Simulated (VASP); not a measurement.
# CoSi (rocksalt type): single point with PBEsol

CoSi (rocksalt type):

```
Co Si
1.0
     0.00000    1.94121    1.94121
     1.94121    0.00000    1.94121
     1.94121    1.94121    0.00000
Co Si
1 1
Direct
  0.00000 0.00000 0.00000
  0.50000 0.50000 0.50000
```

```yaml
Program: VASP 6.6.1
Task: single point
Functional: PBEsol
Potentials_or_basis: VASP PAW PBE potentials, release 64 (Co, Si)
Cutoff: 520 eV
k_mesh: 17 × 17 × 17
Occupations: fermi-dirac, width 0.08 eV
Spin: collinear spin, ferromagnetic start
Starting_moments: "[1.7, 0.0] μB"
Dipole_correction: no
Further_INCAR_settings: ALGO = Normal; EDIFF = 1e-06; NBANDS = 18
```

The pressure is 277.4 GPa. The net moment is 0.00 μB per cell. The valence electrons inside the program's atomic spheres are Co 10.24; Si 2.16.

Levels at points of the mesh, in eV from the Fermi level:
Spin up:
| k point | band 3 | band 4 | band 5 | band 6 | band 7 | band 8 | band 9 | band 10 |
| --- | --- | --- | --- | --- | --- | --- | --- | --- |
| (0.00, 0.00, 0.00) | -5.07 | -5.07 | -4.54 | -4.54 | 7.70 | 7.70 | 7.70 | 11.88 |
Spin down:
```
           k point  band 2  band 3  band 4  band 5  band 6  band 7  band 8  band 9  band 10  band 11
(0.00, 0.00, 0.00)   -5.07   -5.07   -5.07   -4.54   -4.54    7.70    7.70    7.70    11.88    13.64
```

Run time: 35 s on 1 thread of Intel(R) Xeon(R) 6975P-C (Granite Rapids), on a shared host, peak memory 0.18 GiB.

Caveat: the starting moments collapsed, and a magnetic state may lie lower; the PAW data sets were made with another functional, which shifts forces and pressure a little.
